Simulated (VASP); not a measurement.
# BaS (Fm-3m) in VASP: notebook

Runs on BaS. Level: PBE. Tasks: single point.

Everything below comes from runs of VASP 6.6.1. Logs are shortened: lines on timing, memory, paths and dates and some standing lists are left out, and cuts for length are marked.

### 1 The cell of the first run

It takes space group Fm-3m (No. 225, cubic). Conventional cell: a = 6.529 Å, b = 6.529 Å, c = 6.529 Å, α = 90.00°, β = 90.00°, γ = 90.00°. Within 4.3 Å of Ba (site symmetry m-3m) lie 6 S at 3.26 Å. Within 4.3 Å of S (site symmetry m-3m) lie 6 Ba at 3.26 Å.

### 2 Single point, PBE (volume changed by +5%)

The input, INCAR:

```
PREC = Accurate
ENCUT = 520
EDIFF = 1E-6
ISMEAR = 0
SIGMA = 0.01
LREAL = F
LASPH = T
NELM = 100
ALGO = Normal
ISIF = 2
LWAVE = F
LCHARG = T
GGA = PE
LELF = T
LVHAR = T
NBANDS = 15
```

The input, KPOINTS:

```
regular mesh
0
Gamma
  4 4 4
```

The input, POSCAR:

```
BaS
1.0
    0.0000000000      3.2645735477      3.2645735477
    3.2645735477      0.0000000000      3.2645735477
    3.2645735477      3.2645735477      0.0000000000
Ba S
1 1
Direct
    0.0000000000      0.0000000000      0.0000000000
    0.5000000000      0.5000000000      0.5000000000
```

Potentials or basis: VASP PAW PBE potentials, release 64 (Ba_sv, S).

Run with:

```
cat potpaw_PBE.64/Ba_sv/POTCAR potpaw_PBE.64/S/POTCAR > POTCAR
mpirun -np 1 vasp_std > vasp.out
```

OUTCAR:

```text
PREC = Accurate
   ENCUT = 520
   EDIFF = 1E-6
   ISMEAR = 0
   LREAL = F
   LASPH = T
   NELM = 100
   ISIF = 2
   GGA = PE

 ion  position               nearest neighbor table
   1  0.000  0.000  0.000-   2 3.26   2 3.26   2 3.26   2 3.26   2 3.26   2 3.26
   2  0.500  0.500  0.500-   1 3.26   1 3.26   1 3.26   1 3.26   1 3.26   1 3.26

  LATTYP: Found a face centered cubic cell.
 ALAT       =     6.5291470954

  Lattice vectors:

 A1 = (   0.0000000000,   3.2645735477,   3.2645735477)
 A2 = (   3.2645735477,   0.0000000000,   3.2645735477)
 A3 = (   3.2645735477,   3.2645735477,   0.0000000000)

Analysis of symmetry for initial positions (statically):
=====================================================================
 Subroutine PRICEL returns:
 Original cell was already a primitive cell.

 Routine SETGRP: Setting up the symmetry group for a
 face centered cubic supercell.

 Subroutine GETGRP returns: Found 48 space group operations
 (whereof 48 operations were pure point group operations)
 out of a pool of 48 trial point group operations.

The static configuration has the point symmetry O_h .

Analysis of symmetry for dynamics (positions and initial velocities):
=====================================================================
 Subroutine PRICEL returns:
 Original cell was already a primitive cell.

 Routine SETGRP: Setting up the symmetry group for a
 face centered cubic supercell.

 Subroutine GETGRP returns: Found 48 space group operations
 (whereof 48 operations were pure point group operations)
 out of a pool of 48 trial point group operations.

The dynamic configuration has the point symmetry O_h .

 Subroutine INISYM returns: Found 48 space group operations
 (whereof 48 operations are pure point group operations),
 and found     1 'primitive' translations

----------------------------------------------------------------------------------------

                                     Primitive cell

  volume of cell :      69.5840

  direct lattice vectors                    reciprocal lattice vectors
     0.000000000  3.264573548  3.264573548    -0.153159361  0.153159361  0.153159361
     3.264573548  0.000000000  3.264573548     0.153159361 -0.153159361  0.153159361
     3.264573548  3.264573548  0.000000000     0.153159361  0.153159361 -0.153159361

  length of vectors
     4.616804187  4.616804187  4.616804187     0.265279796  0.265279796  0.265279796
[... 72 lines left out ...]
   POTIM  = 0.5000    time-step for ionic-motion
   TEBEG  =    0.0;   TEEND  =   0.0 temperature during run
   PSTRESS=    0.0 pullay stress
   NELECT =      16.0000    total number of electrons
   NUPDOWN=      -1.0000    fix difference up-down
   EMIN   =  10.00;   EMAX   =-10.00  energy-range for DOS
   EFERMI =   0.00;   METHOD = LEGACY
   ISMEAR =     0;   SIGMA  =   0.01  broadening in eV -4-tet -1-fermi 0-gaus
   EFERMI_NEDOS =   21; number of points for ismear=-14 and -15
   IALGO  =     38    algorithm
   IMIX   =      4    mixing-type and parameters
     AMIX     =   0.40;   BMIX     =  1.00
     AMIX_MAG =   1.60;   BMIX_MAG =  1.00
  volume/ion in A,a.u.               =      34.79       234.79
  Fermi-wavevector in a.u.,A,eV,Ry     =   1.002948  1.895297 13.686161  1.005904
  Thomas-Fermi vector in A             =   2.135468
   LORBIT       =      0    0 simple, 1 ext, 2 COOP (PROOUT), +10 PAW based schemes
   GGA     = PE    functional components
   LHFCALC =     F    Hartree Fock is set to
   AEXX    =    0.0000 exact exchange contribution
   IVDW    =     0    specifies the selected vdW correction
   LEPSILON=     F    determine dielectric tensor
   LRPA    =     F    only Hartree local field effects (RPA)
 non-spin polarized calculation
 Gauss-broadening in eV      SIGMA  =   0.01
  energy-cutoff  :      520.00
  volume of cell :       69.58
 maximum number of plane-waves:      1893
 NGX is ok and might be reduce to    36
   NGX = 17   NGY = 17   NGZ = 17

 number of electron      15.9999999 magnetization

 Free energy of the ion-electron system (eV)
  ---------------------------------------------------
  ext. energy  EPLUGINS =         0.00000000
  ---------------------------------------------------
  free energy    TOTEN  =       -10.18084187 eV

  energy without entropy =      -10.18084187  energy(sigma->0) =      -10.18084187

 E-fermi :   1.1970     XC(G=0):  -8.3543

 val. band max:        1.1318497129   @ k =   0.0000   0.0000   0.0000
 cond. band min:       3.3335480344   @ k =   0.5000   0.5000   0.0000
 fundamental gap:      2.2016983215
 Fermi energy:         1.1969903533

 k-point     1 :       0.0000    0.0000    0.0000
  band No.  band energies     occupation
      1     -25.1665      2.00000
      2     -10.2270      2.00000
      3     -10.2270      2.00000
      4     -10.2270      2.00000
      5      -9.1294      2.00000
      6       1.1318      2.00000
      7       1.1318      2.00000
      8       1.1318      2.00000
      9       4.4171      0.00000
     10       4.9768      0.00000
     11       4.9768      0.00000
     12       4.9768      0.00000
     13       5.8353      0.00000
     14       5.8353      0.00000
[... 113 lines left out ...]
      2     -10.6008      2.00000
      3     -10.4918      2.00000
      4     -10.4918      2.00000
      5      -8.6544      2.00000
      6       0.1119      2.00000
      7       0.6126      2.00000
      8       0.6126      2.00000
      9       5.3468      0.00000
     10       5.3468      0.00000
     11       7.0890      0.00000
     12       7.7167      0.00000
     13       8.2849      0.00000
     14      10.0723      0.00000
     15      11.2708      0.00000

------------------------ aborting loop because EDIFF is reached ----------------------------------------

  FORCE on cell =-STRESS in cart. coord.  units (eV):
  Direction    XX          YY          ZZ          XY          YZ          ZX
  --------------------------------------------------------------------------------------
  -------------------------------------------------------------------------------------
  Total       -0.5494039     -0.5494039     -0.5494039     -0.0000000     -0.0000000      0.0000000
  in kB      -12.6500698    -12.6500698    -12.6500698     -0.0000000     -0.0000000      0.0000000
  external PRESSURE =     -12.6500698 kB  Pullay stress =       0.0000000 kB

 VOLUME and BASIS-vectors are now :
 -----------------------------------------------------------------------------
  energy-cutoff  :      520.00
  volume of cell :       69.58
      direct lattice vectors                 reciprocal lattice vectors
     0.000000000  3.264573548  3.264573548    -0.153159361  0.153159361  0.153159361
     3.264573548  0.000000000  3.264573548     0.153159361 -0.153159361  0.153159361
     3.264573548  3.264573548  0.000000000     0.153159361  0.153159361 -0.153159361

 POSITION                                       TOTAL-FORCE (eV/Angst)
 -----------------------------------------------------------------------------------
      0.00000      0.00000      0.00000         0.000000     -0.000000      0.000000
      3.26457      3.26457      3.26457        -0.000000      0.000000     -0.000000
 -----------------------------------------------------------------------------------
    total drift:                                0.000000      0.000000      0.000000

  FREE ENERGIE OF THE ION-ELECTRON SYSTEM (eV)
  ---------------------------------------------------
  free  energy   TOTEN  =       -10.1808418701 eV

  energy  without entropy=      -10.1808418701  energy(sigma->0) =      -10.18084187
```

stdout:

```text
POSCAR found type information on POSCAR BaS
 POSCAR found :  2 types and       2 ions
 scaLAPACK will be used
 LDA part: xc-table for (Slater+PW92), standard interpolation
 POSCAR, INCAR and KPOINTS ok, starting setup
 FFT: planning ... GRIDC
 FFT: planning ... GRID_SOFT
 FFT: planning ... GRID
 WAVECAR not read
 entering main loop
```

Run time: 22 s. Hardware: 1 thread of Intel Xeon 8259CL, shared host; peak memory 0.2 GiB.

What came out:

```
Free energy            : -10.1808 eV
Pressure               : -1.3 GPa
Band gap on the k mesh : 2.20 eV, indirect (least direct gap 2.37 eV)
```

Caveat: spin-orbit coupling is left out, which moves the levels of the heavy elements.

### 3 Single point, PBE (volume changed by +10%)

The input, INCAR:

```
PREC = Accurate ; ENCUT = 520
EDIFF = 1E-6 ; ISMEAR = 0
SIGMA = 0.01 ; LREAL = F
LASPH = T ; NELM = 100
ALGO = Normal ; ISIF = 2
LWAVE = F ; LCHARG = T
GGA = PE ; LELF = T
LVHAR = T ; NBANDS = 15
```

KPOINTS is that of step 2.

The input, POSCAR:

```
BaS
1.0
    0.0000000000      3.3155907497      3.3155907497
    3.3155907497      0.0000000000      3.3155907497
    3.3155907497      3.3155907497      0.0000000000
Ba S
1 1
Direct
    0.0000000000      0.0000000000      0.0000000000
    0.5000000000      0.5000000000      0.5000000000
```

Potentials or basis: VASP PAW PBE potentials, release 64 (Ba_sv, S).

Run with:

```
cat potpaw_PBE.64/Ba_sv/POTCAR potpaw_PBE.64/S/POTCAR > POTCAR
mpirun -np 1 vasp_std > vasp.out
```

Run time: 23 s. Hardware: 1 thread of Intel Xeon 8259CL, shared host; peak memory 0.2 GiB.

Results (log left out):

| Property | Result |
| --- | --- |
| Free energy | -10.1390 eV |
| Pressure | -2.7 GPa |
| Band gap on the k mesh | 2.26 eV, indirect (least direct gap 2.44 eV) |

Levels at points of the mesh, in eV from the valence-band top:
```tsv
k point	band 5	band 6	band 7	band 8	band 9	band 10	band 11	band 12
(0.00, 0.00, 0.00)	-10.20	0.00	0.00	0.00	3.08	3.82	3.82	3.82
(0.50, 0.00, 0.00)	-9.40	-1.71	-0.89	-0.89	5.15	5.34	5.87	5.87
(0.50, 0.50, 0.00)	-10.10	-0.62	-0.18	-0.18	2.26	5.37	5.62	6.89
```

Caveat: spin-orbit coupling is left out, which moves the levels of the heavy elements. A k mesh can miss the band edges.
